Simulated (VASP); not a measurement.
Here is a VASP 6.6.1 calculation.

INCAR

```
SYSTEM = CaO
  ALGO = Normal
  EDIFF = 1E-6
  ENCUT = 520
  ISIF = 2
  ISMEAR = 0
  LASPH = .True.
  LCHARG = .False.
  LREAL = .False.
  LWAVE = .False.
  NBANDS = 15
  NELM = 100
  PREC = Accurate
  SIGMA = 0.01
```

KPOINTS

```
k-points
0
Gamma
  8 8 8
  0 0 0
```

The input POSCAR:

```
CaO
1.0
    2.3421800694      2.3421800694      0.0000000000
   -2.3421800694      2.3421800694      0.0000000000
    0.0000000000      2.3421800694      2.3600092332
Ca O
1 1
Direct
    0.0000000000      0.0000000000      0.0000000000
    0.5000000000      0.5000000000      0.0000000000
```

Potentials or basis: VASP PAW LDA potentials, release 64 (Ca_sv, O).

Command:

```console
$ cat potpaw_LDA.64/Ca_sv/POTCAR potpaw_LDA.64/O/POTCAR > POTCAR
$ mpirun -np 1 vasp_std > vasp.out
```

**Question.** What does it give for the band gap on the k mesh?

**Answer.** 3.40 eV, indirect (least direct gap 3.75 eV).

**Question.** Predict the pressure.

**Answer.** 2.0 GPa.

Stress tensor (GPa, compression positive):
```
2.55 0.00 0.00
0.00 2.55 0.00
0.00 0.00 0.94
```

Caveat: the cell differs from its parent crystal (film at in-plane strain -0.005). A k mesh can miss the band edges.
